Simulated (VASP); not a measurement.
# Ta (P-1) in VASP: notebook

Runs on Ta. Level: PBE. Tasks: single point, relaxation of cell and atoms.

Everything below comes from runs of VASP 6.6.1. Logs are shortened: lines on timing, memory, paths and dates and some standing lists are left out, and cuts for length are marked.

### 1 The cell of the first run

The typed cell holds 1 atom: a = 2.882 Å, b = 2.864 Å, c = 2.875 Å, α = 108.59°, β = 109.92°, γ = 109.88°.

### 2 Single point, PBE

INCAR

```
PREC = Accurate
ENCUT = 520
EDIFF = 1E-6
ISMEAR = 0
SIGMA = 0.15
LREAL = False
LASPH = True
NELM = 100
ALGO = Fast
ISIF = 2
LWAVE = False
LCHARG = False
GGA = PE
NBANDS = 12
```

KPOINTS

```
regular mesh
0
Gamma
  14 14 14
```

POSCAR

```
Ta
1.0
   -1.6778743679      1.6559134898      1.6583637137
    1.6698288105     -1.6481353178      1.6425399843
    1.6797309862      1.6499919361     -1.6505855416
Ta
1
Direct
    0.0000000000      0.0000000000      0.0000000000
```

Potentials or basis: VASP PAW PBE potentials, release 64 (Ta_pv).

The run is started by

```
> cat potpaw_PBE.64/Ta_pv/POTCAR > POTCAR
> mpirun -np 1 vasp_std > vasp.out
```

OUTCAR:

```text
PREC = Accurate
   ENCUT = 520
   EDIFF = 1E-6
   ISMEAR = 0
   LREAL = False
   LASPH = True
   NELM = 100
   ISIF = 2
   GGA = PE

 ion  position               nearest neighbor table
   1  0.000  0.000  0.000-

  LATTYP: Found a triclinic cell.
 ALAT       =     2.8754829517
 B/A-ratio  =     1.6208516887
 C/A-ratio  =     1.0023604206
 COS(alpha) =     0.0012209095
 COS(beta)  =     0.3406651045
 COS(gamma) =     0.8128802184

  Lattice vectors:

 A1 = (  -1.6797309862,  -1.6499919361,   1.6505855416)
 A2 = (  -0.0099021757,  -3.2981272539,   3.2931255259)
 A3 = (  -1.6778743679,   1.6559134898,   1.6583637137)

Analysis of symmetry for initial positions (statically):
=====================================================================
 Subroutine PRICEL returns:
 Original cell was already a primitive cell.

 Routine SETGRP: Setting up the symmetry group for a
 triclinic supercell.

 Subroutine GETGRP returns: Found  2 space group operations
 (whereof  2 operations were pure point group operations)
 out of a pool of  2 trial point group operations.

The static configuration has the point symmetry S_2 .

Analysis of symmetry for dynamics (positions and initial velocities):
=====================================================================
 Subroutine PRICEL returns:
 Original cell was already a primitive cell.

 Routine SETGRP: Setting up the symmetry group for a
 triclinic supercell.

 Subroutine GETGRP returns: Found  2 space group operations
 (whereof  2 operations were pure point group operations)
 out of a pool of  2 trial point group operations.

The dynamic configuration has the point symmetry S_2 .

 Subroutine INISYM returns: Found  2 space group operations
 (whereof  2 operations are pure point group operations),
 and found     1 'primitive' translations

----------------------------------------------------------------------------------------

                                     Primitive cell

  volume of cell :      18.2758

  direct lattice vectors                    reciprocal lattice vectors
    -1.677874368  1.655913490  1.658363714     0.000558696  0.301777570  0.302237602
     1.669828811 -1.648135318  1.642539984     0.299276611 -0.000882575  0.303678872
     1.679730986  1.649991936 -1.650585542     0.298379156  0.302321385  0.000014880

  length of vectors
     2.882270301  2.864020929  2.875482952     0.427103713  0.426366188  0.424768573

  position of ions in fractional coordinates (direct lattice)
     0.000000000  0.000000000  0.000000000

  ion indices of the primitive-cell ions
   primitive index   ion index
                 1           1

----------------------------------------------------------------------------------------

 KPOINTS: regular mesh

Automatic generation of k-mesh.
 Grid dimensions read from file:
 generate k-points for:   14   14   14

 Generating k-lattice:

  Cartesian coordinates                     Fractional coordinates (reciprocal lattice)
     0.000039907  0.021555541  0.021588400     0.071428571  0.000000000 -0.000000000
     0.021376901 -0.000063041  0.021691348    -0.000000000  0.071428571  0.000000000
     0.021312797  0.021594385  0.000001063    -0.000000000  0.000000000  0.071428571

  Length of vectors
     0.030507408  0.030454728  0.030340612

  Shift w.r.t. Gamma in fractional coordinates (k-lattice)
     0.000000000  0.000000000  0.000000000

 Subroutine IBZKPT returns following result:
 ===========================================

 Found   1376 irreducible k-points:

 Following reciprocal coordinates:
            Coordinates               Weight
  0.000000  0.000000  0.000000      1.000000
  0.071429  0.000000 -0.000000      2.000000
  0.142857  0.000000  0.000000      2.000000
  0.214286  0.000000 -0.000000      2.000000
  0.285714  0.000000 -0.000000      2.000000
  0.357143  0.000000 -0.000000      2.000000
[... 16 lines left out ...]
  0.000000  0.142857 -0.000000      2.000000
  0.071429  0.142857 -0.000000      2.000000
 [... further k-points ...]
   k-points           NKPTS =   1376   k-points in BZ     NKDIM =   1376   number of bands    NBANDS=     12
   number of dos      NEDOS =    301   number of ions     NIONS =      1
   total plane-waves  NPLWV =  13824
   dimension x,y,z NGX =    24 NGY =   24 NGZ =   24
   dimension x,y,z NGXF=    48 NGYF=   48 NGZF=   48
   ions per type =               1
   NGX,Y,Z   is equivalent  to a cutoff of  13.84, 13.93, 13.88 a.u.
   NGXF,Y,Z  is equivalent  to a cutoff of  27.69, 27.86, 27.75 a.u.
 SYSTEM =  unknown system
   PREC   = accura    normal or accurate (medium, high low for compatibility)
   ISTART =      0    job   : 0-new  1-cont  2-samecut
   ICHARG =      2    charge: 1-file 2-atom 10-const
   ISPIN  =      1    spin polarized calculation?
   LNONCOLLINEAR =      F non collinear calculations
   LSORBIT =      F    spin-orbit coupling
   LASPH  =      T    aspherical Exc in radial PAW
   ENCUT  =  520.0 eV  38.22 Ry    6.18 a.u.   5.36  5.33  5.35*2*pi/ulx,y,z
   NELM   =    100;   NELMIN=  2; NELMDL= -5     # of ELM steps
   EDIFF  = 0.1E-05   stopping-criterion for ELM
   LREAL  =      F    real-space projection
   EDIFFG = 0.1E-04   stopping-criterion for IOM
   NSW    =      0    number of steps for IOM
   IBRION =     -1    ionic relax: 0-MD 1-quasi-New 2-CG
   NFREE  =      0    steps in history (QN), initial steepest desc. (CG)
   ISIF   =      2    stress and relaxation
   ISYM   =      2    0-nonsym 1-usesym 2-fastsym
   POTIM  = 0.5000    time-step for ionic-motion
   TEBEG  =    0.0;   TEEND  =   0.0 temperature during run
   PSTRESS=    0.0 pullay stress
   NELECT =      11.0000    total number of electrons
   NUPDOWN=      -1.0000    fix difference up-down
   EMIN   =  10.00;   EMAX   =-10.00  energy-range for DOS
   EFERMI =   0.00;   METHOD = LEGACY
   ISMEAR =     0;   SIGMA  =   0.15  broadening in eV -4-tet -1-fermi 0-gaus
   EFERMI_NEDOS =   21; number of points for ismear=-14 and -15
   IALGO  =     68    algorithm
   IMIX   =      4    mixing-type and parameters
     AMIX     =   0.40;   BMIX     =  1.00
     AMIX_MAG =   1.60;   BMIX_MAG =  1.00
  volume/ion in A,a.u.               =      18.28       123.33
  Fermi-wavevector in a.u.,A,eV,Ry     =   1.382230  2.612037 25.994756  1.910561
  Thomas-Fermi vector in A             =   2.506941
   LORBIT       =      0    0 simple, 1 ext, 2 COOP (PROOUT), +10 PAW based schemes
   GGA     = PE    functional components
   LHFCALC =     F    Hartree Fock is set to
   AEXX    =    0.0000 exact exchange contribution
   IVDW    =     0    specifies the selected vdW correction
   LEPSILON=     F    determine dielectric tensor
   LRPA    =     F    only Hartree local field effects (RPA)
 non-spin polarized calculation
 RMM-DIIS sequential band-by-band and
 Gauss-broadening in eV      SIGMA  =   0.15
  energy-cutoff  :      520.00
  volume of cell :       18.28
 maximum number of plane-waves:       504
 NGX is ok and might be reduce to    24
   NGX = 11   NGY = 11   NGZ = 11

 number of electron      11.0000001 magnetization

 Free energy of the ion-electron system (eV)
  ---------------------------------------------------
  ext. energy  EPLUGINS =         0.00000000
  ---------------------------------------------------
  free energy    TOTEN  =       -11.82348808 eV

  energy without entropy =      -11.81235219  energy(sigma->0) =      -11.81792014

 E-fermi :   5.3772     XC(G=0): -12.5437

 val. band max:        5.3768179503   @ k =   0.0714  -0.2143   0.0714
 cond. band min:       5.3835323734   @ k =  -0.1429   0.2143  -0.0000
 fundamental gap:      0.0067144231
 Fermi energy:         5.3771811093

 k-point     1 :       0.0000    0.0000    0.0000
  band No.  band energies     occupation
      1     -27.7705      2.00000
      2     -27.7633      2.00000
      3     -27.7489      2.00000
      4      -2.4911      2.00000
      5       6.0031      0.00000
      6       6.0838      0.00000
      7       6.2266      0.00000
      8       9.2064      0.00000
      9       9.4414      0.00000
     10      20.1393      0.00000
     11      20.3548      0.00000
     12      20.4465      0.00000

 k-point     2 :       0.0714    0.0000   -0.0000
  band No.  band energies     occupation
      1     -27.8264      2.00000
      2     -27.7836      2.00000
      3     -27.7515      2.00000
      4      -2.2666      2.00000
      5       5.8596      0.00001
      6       6.1613      0.00000
      7       6.3062      0.00000
      8       9.2090      0.00000
      9       9.2309      0.00000
     10      20.5354      0.00000
     11      20.6381      0.00000
     12      20.9279      0.00000

 k-point     3 :       0.1429    0.0000    0.0000
  band No.  band energies     occupation
      1     -27.9897      2.00000
      2     -27.8347      2.00000
      3     -27.7547      2.00000
      4      -1.6308      2.00000
      5       5.4769      0.34711
      6       5.9194      0.00000
      7       6.9489      0.00000
      8       8.8763      0.00000
      9       9.2683      0.00000
     10      21.0262      0.00000
     11      21.6731      0.00000
     12      22.1730      0.00000

 k-point     4 :       0.2143    0.0000   -0.0000
  band No.  band energies     occupation
      1     -28.2189      2.00000
      2     -27.9085      2.00000
      3     -27.7582      2.00000
      4      -0.7094      2.00000
      5       4.9799      1.99982
      6       5.4918      0.27990
      7       7.9859      0.00000
      8       8.8263      0.00000
      9       9.3924      0.00000
     10      20.0133      0.00000
     11      20.9505      0.00000
     12      22.6186      0.00000

 k-point     5 :       0.2857    0.0000   -0.0000
  band No.  band energies     occupation
      1     -28.4642      2.00000
      2     -27.9893      2.00000
      3     -27.7620      2.00000
      4       0.2411      2.00000
      5       4.4889      2.00000
      6       5.2264      1.84473
      7       9.0600      0.00000
      8       9.3467      0.00000
      9       9.6150      0.00000
     10      19.9178      0.00000
     11      20.0049      0.00000
     12      21.1025      0.00000
[... 228 lines left out ...]
      1     -27.9391      2.00000
      2     -27.7949      2.00000
      3     -27.7750      2.00000
      4      -1.8381      2.00000
      5       5.6951      0.00272
      6       5.8741      0.00000
      7       6.8056      0.00000
      8       8.7849      0.00000
      9       9.3820      0.00000
     10      20.8769      0.00000
     11      21.4483      0.00000
     12      21.7453      0.00000

 k-point    22 :      -0.0714    0.0714    0.0000
  band No.  band energies     occupation
      1     -27.8221      2.00000
      2     -27.7757      2.00000
      3     -27.7637      2.00000
      4      -2.2685      2.00000
      5       5.9802      0.00000
      6       6.0006      0.00000
      7       6.3706      0.00000
      8       9.0064      0.00000
      9       9.4084      0.00000
     10      20.4167      0.00000
     11      20.8069      0.00000
     12      20.8795      0.00000

 k-point    23 :       0.0000    0.1429   -0.0000
  band No.  band energies     occupation
      1     -27.9818      2.00000
      2     -27.8308      2.00000
      3     -27.7693      2.00000
      4      -1.6336      2.00000
      5       5.6387      0.01366
      6       5.8398      0.00001
      7       6.9634      0.00000
      8       8.6391      0.00000
      9       9.3807      0.00000
     10      20.8579      0.00000
     11      21.8935      0.00000
     12      22.1603      0.00000

 k-point    24 :       0.0714    0.1429   -0.0000
  band No.  band energies     occupation
      1     -28.1275      2.00000
      2     -27.8589      2.00000
      3     -27.7892      2.00000
      4      -1.0461      2.00000
      5       5.3649      1.09242
      6       5.5035      0.23362
      7       7.6451      0.00000
      8       8.4540      0.00000
      9       9.5131      0.00000
     10      20.0144      0.00000
     11      21.2333      0.00000
     12      22.4526      0.00000

 [... further k-points ...]

------------------------ aborting loop because EDIFF is reached ----------------------------------------

  FORCE on cell =-STRESS in cart. coord.  units (eV):
  Direction    XX          YY          ZZ          XY          YZ          ZX
  --------------------------------------------------------------------------------------
  -------------------------------------------------------------------------------------
  Total       -0.1210967      0.0764990      0.0976011     -0.0115497     -0.0493226      0.0491543
  in kB      -10.6161471      6.7064110      8.5563646     -1.0125262     -4.3239470      4.3091993
  external PRESSURE =       1.5488762 kB  Pullay stress =       0.0000000 kB

 VOLUME and BASIS-vectors are now :
 -----------------------------------------------------------------------------
  energy-cutoff  :      520.00
  volume of cell :       18.28
      direct lattice vectors                 reciprocal lattice vectors
    -1.677874368  1.655913490  1.658363714     0.000558696  0.301777570  0.302237602
     1.669828811 -1.648135318  1.642539984     0.299276611 -0.000882575  0.303678872
     1.679730986  1.649991936 -1.650585542     0.298379156  0.302321385  0.000014880

 POSITION                                       TOTAL-FORCE (eV/Angst)
 -----------------------------------------------------------------------------------
      0.00000      0.00000      0.00000        -0.000000      0.000000      0.000000
 -----------------------------------------------------------------------------------
    total drift:                               -0.000000      0.000000      0.000000

  FREE ENERGIE OF THE ION-ELECTRON SYSTEM (eV)
  ---------------------------------------------------
  free  energy   TOTEN  =       -11.8234880840 eV

  energy  without entropy=      -11.8123521895  energy(sigma->0) =      -11.81792014
```

Wall time 9.1 min (1 thread of AMD EPYC 7R13, shared host); peak memory 0.36 GiB.

Results:

```yaml
Free_energy: -11.8235 eV
Pressure: 0.2 GPa
```

Levels at points of the mesh, in eV from the Fermi level:
```tsv
k point	band 3	band 4	band 5	band 6	band 7	band 8	band 9	band 10
(0.00, 0.00, 0.00)	-33.13	-7.87	0.63	0.71	0.85	3.83	4.06	14.76
(0.50, 0.00, 0.00)	-33.15	-4.32	-1.63	1.54	4.01	4.95	7.64	11.49
(0.00, 0.50, 0.00)	-33.15	-4.32	-1.45	1.52	3.71	4.78	7.66	11.52
(0.50, 0.50, 0.00)	-33.14	-4.32	-1.44	1.48	3.71	4.79	7.63	11.47
(0.00, 0.00, 0.50)	-33.14	-4.33	-1.44	1.47	3.73	4.81	7.62	11.44
(0.50, 0.00, 0.50)	-33.14	-4.33	-1.47	1.45	3.77	4.85	7.60	11.40
(0.00, 0.50, 0.50)	-33.16	-4.31	-1.62	1.62	3.94	4.87	7.70	11.61
(0.50, 0.50, 0.50)	-33.90	-3.75	-3.70	6.64	6.69	6.80	8.28	8.60
```

Caveat: spin-orbit coupling is left out, which moves the levels of the heavy elements.

### 3 Relaxation of cell and atoms, PBE (cell sheared at random, sigma 0.01, atoms nudged by 0.01 Å)

INCAR

```
SYSTEM = Ta
ALGO     = Fast           ! electronic algorithm
EDIFF    = 1E-6           ! SCF threshold, eV
EDIFFG   = -0.01          ! ionic threshold
ENCUT    = 600            ! plane-wave cutoff, eV
GGA      = PE             ! functional
IBRION   = 2              ! ionic algorithm
ISIF     = 3              ! what is computed and relaxed
ISMEAR   = 0              ! smearing method
LASPH    = .TRUE.         ! aspherical terms in the spheres
LCHARG   = .FALSE.        ! write CHGCAR
LREAL    = .FALSE.        ! projectors in reciprocal space
LWAVE    = .FALSE.        ! write WAVECAR
NELM     = 100            ! most SCF steps
NSW      = 100            ! ionic steps
PREC     = Accurate       ! precision mode
SIGMA    = 0.15           ! smearing width, eV
```

KPOINTS

```
k-points
0
G
  14 14 14
  0 0 0
```

POSCAR is that of step 2.

Potentials or basis: VASP PAW PBE potentials, release 64 (Ta_pv).

The run is started by

```
> cat potpaw_PBE.64/Ta_pv/POTCAR > POTCAR
> mpirun -np 1 vasp_std > vasp.out
```

OUTCAR:

```text
SYSTEM = Ta
   EDIFF = 1E-6
   EDIFFG = -0.01
   ENCUT = 600
   GGA = PE
   IBRION = 2
   ISIF = 3
   ISMEAR = 0
   LASPH = .TRUE.
   LREAL = .FALSE.
   NELM = 100
   NSW = 100
   PREC = Accurate

 ion  position               nearest neighbor table
   1  0.000  0.000  0.000-

  LATTYP: Found a triclinic cell.
 ALAT       =     2.8754829517
 B/A-ratio  =     1.6208516887
 C/A-ratio  =     1.0023604206
 COS(alpha) =     0.0012209095
 COS(beta)  =     0.3406651045
 COS(gamma) =     0.8128802184

  Lattice vectors:

 A1 = (  -1.6797309862,  -1.6499919361,   1.6505855416)
 A2 = (  -0.0099021757,  -3.2981272539,   3.2931255259)
 A3 = (  -1.6778743679,   1.6559134898,   1.6583637137)

Analysis of symmetry for initial positions (statically):
[... 365 lines left out ...]
 Fermi energy:         5.3703578798

 k-point     1 :       0.0000    0.0000    0.0000
  band No.  band energies     occupation
      1     -27.7677      2.00000
      2     -27.7675      2.00000
      3     -27.7673      2.00000
      4      -2.4938      2.00000
      5       6.0955      0.00000
      6       6.0974      0.00000
      7       6.1018      0.00000
      8       9.3143      0.00000
      9       9.3214      0.00000
[... 265 lines left out ...]
 k-point    24 :       0.0714    0.1429   -0.0000
  band No.  band energies     occupation
      1     -28.1346      2.00000
      2     -27.8675      2.00000
      3     -27.7890      2.00000
      4      -1.0554      2.00000
      5       5.3251      1.33031
      6       5.5137      0.17666
      7       7.6493      0.00000
      8       8.4682      0.00000
      9       9.5140      0.00000

 [... further k-points ...]

------------------------ aborting loop because EDIFF is reached ----------------------------------------

  FORCE on cell =-STRESS in cart. coord.  units (eV):
  Direction    XX          YY          ZZ          XY          YZ          ZX
  --------------------------------------------------------------------------------------
  -------------------------------------------------------------------------------------
  Total       -0.0012216      0.0053733      0.0067202      0.0004234      0.0018093     -0.0017861
  in kB       -0.1070261      0.4707705      0.5887773      0.0370949      0.1585165     -0.1564885
  external PRESSURE =       0.3175072 kB  Pullay stress =       0.0000000 kB
[... 16 lines left out ...]
  FREE ENERGIE OF THE ION-ELECTRON SYSTEM (eV)
  ---------------------------------------------------
  free  energy   TOTEN  =       -11.8249484265 eV

  energy  without entropy=      -11.8138659680  energy(sigma->0) =      -11.81940720

 reached required accuracy - stopping structural energy minimisation
```

Wall time 28 min (1 thread of AMD EPYC 7R13, shared host); peak memory 0.4 GiB.

Results:

* Free energy: -11.8249 eV
* Relaxed volume: 18.29 Å³/atom
* Relaxed cell: a = 2.874 Å, b = 2.875 Å, c = 2.875 Å, α = 109.45°, β = 109.48°, γ = 109.49°
* Space group after relaxing (to 0.05 Å): Im-3m (No. 229)
* Energy gained by relaxing: 1.2 meV/atom
* Ionic steps: 11
* Pressure after relaxing: 0.0 GPa

The path:
| step | energy change (eV) | largest force (eV/Å) | pressure (GPa) | volume (Å³) |
| --- | --- | --- | --- | --- |
| 1 | 0.0000 | 0.0000 | 0.19 | 18.28 |
| 2 | -0.0011 | 0.0000 | -0.51 | 18.33 |
| 3 | -0.0011 | 0.0000 | -0.52 | 18.34 |
| 4 | -0.0008 | 0.0000 | 1.15 | 18.19 |
| 5 | -0.0012 | 0.0000 | 0.05 | 18.28 |
| 6 | -0.0012 | 0.0000 | 0.07 | 18.28 |
| 7 | -0.0012 | 0.0000 | -0.15 | 18.31 |
| 8 | -0.0012 | 0.0000 | 0.03 | 18.29 |
| 9 | -0.0012 | 0.0000 | 0.00 | 18.29 |
| 10 | -0.0012 | 0.0000 | -0.01 | 18.29 |
| 11 | -0.0012 | 0.0000 | 0.03 | 18.29 |

Final structure:
```cif
data_structure
_symmetry_space_group_name_H-M 'P 1'
_symmetry_Int_Tables_number 1
_cell_length_a 2.8745
_cell_length_b 2.8749
_cell_length_c 2.8746
_cell_angle_alpha 109.452
_cell_angle_beta 109.476
_cell_angle_gamma 109.486
_cell_volume 18.29
loop_
_atom_site_label
_atom_site_type_symbol
_atom_site_fract_x
_atom_site_fract_y
_atom_site_fract_z
_atom_site_occupancy
Ta1 Ta 0.00000 0.00000 0.00000 1
```

Caveat: the cell differs from its parent crystal (cell sheared at random, sigma 0.01, atoms nudged by 0.01 Å); spin-orbit coupling is left out, which moves the levels of the heavy elements.
